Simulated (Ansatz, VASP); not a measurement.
**One calculation of BN, two programs**

```
B N
1.0
     0.00000    3.23722    2.16796
     1.25388    0.00000    2.16796
     1.25388    3.23722    0.00000
B N
1 1
Direct
  0.00015 0.00015 0.99985
  0.66657 0.66657 0.33343
```

Alike in both runs: functional BLYP; dispersion D3(BJ); k mesh 10 × 10 × 10; no spin polarisation.

Ansatz relaxed the structure, and its values are those at the end. VASP's run is a single point on that final structure, the one shown.

```csv
,VASP,Ansatz
version,VASP 6.6.1,Ansatz 0.2.0
potentials or method,"VASP PAW PBE potentials, release 64 (B, N)","plane waves, PAW"
plane-wave cutoff (eV),600,420
occupations,"gaussian, width 0.01 eV",fixed
valence electrons in the cell,8,8
```

```csv
,VASP,Ansatz,Ansatz less VASP
pressure (GPa),-0.5,0.0,+0.45
```

VASP's potentials were made for PBE, not for BLYP.
